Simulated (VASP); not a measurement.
Set up this calculation in VASP 6.6.1, as the native input.

```yaml
Task: single point
Functional: PBE
Potentials_or_basis: VASP PAW PBE potentials, release 64 (Sn_d, O)
Cutoff: 600 eV
k_mesh: 7 × 7 × 7
Occupations: fermi-dirac, width 0.02 eV
Spin: no spin polarisation
Dipole_correction: no
Further_INCAR_settings: ALGO = Normal; EDIFF = 1e-06; NBANDS = 24
```

The structure of SnO3 lies in POSCAR:

```
SnO3
1.0
    0.0000000000      2.6968575529      2.6968575529
    2.6968575529      0.0000000000      2.6968575529
    2.6968575529      2.6968575529      0.0000000000
Sn O
1 3
Direct
    0.0000000000      0.0000000000      0.0000000000
    0.5000000000      0.5000000000      0.5000000000
    0.2500000000      0.2500000000      0.2500000000
    0.7500000000      0.7500000000      0.7500000000
```

One way to write it, as run:

INCAR

```
SYSTEM = SnO3
ALGO     = Normal         ! electronic algorithm
EDIFF    = 1E-6           ! SCF threshold, eV
ENCUT    = 600            ! plane-wave cutoff, eV
GGA      = PE             ! functional
GGA_COMPAT= .FALSE.      
ISIF     = 2              ! what is computed and relaxed
ISMEAR   = -1             ! smearing method
LASPH    = .TRUE.         ! aspherical terms in the spheres
LCHARG   = .FALSE.        ! write CHGCAR
LREAL    = .FALSE.        ! projectors in reciprocal space
LWAVE    = .FALSE.        ! write WAVECAR
NBANDS   = 24             ! bands
NELM     = 120            ! most SCF steps
PREC     = Accurate       ! precision mode
SIGMA    = 0.02           ! smearing width, eV
```

KPOINTS

```
k-points
0
G
  7 7 7
  0 0 0
```

Potentials or basis: VASP PAW PBE potentials, release 64 (Sn_d, O).

The run is started by

```console
$ cat potpaw_PBE.64/Sn_d/POTCAR potpaw_PBE.64/O/POTCAR > POTCAR
$ mpirun -np 1 vasp_std > vasp.out
```

Results of the run:

```
Pressure               : 0.1 GPa
Band gap on the k mesh : zero (bands 16 and 17 overlap by 1.43 eV)
```

Caveat: spin-orbit coupling is left out, which moves the levels of the heavy elements.

It took 27 s on 1 thread of Intel(R) Xeon(R) Platinum 8259CL CPU @ 2.50GHz (Skylake/Cascade Lake), with other jobs on the host, peak memory 0.18 GiB.
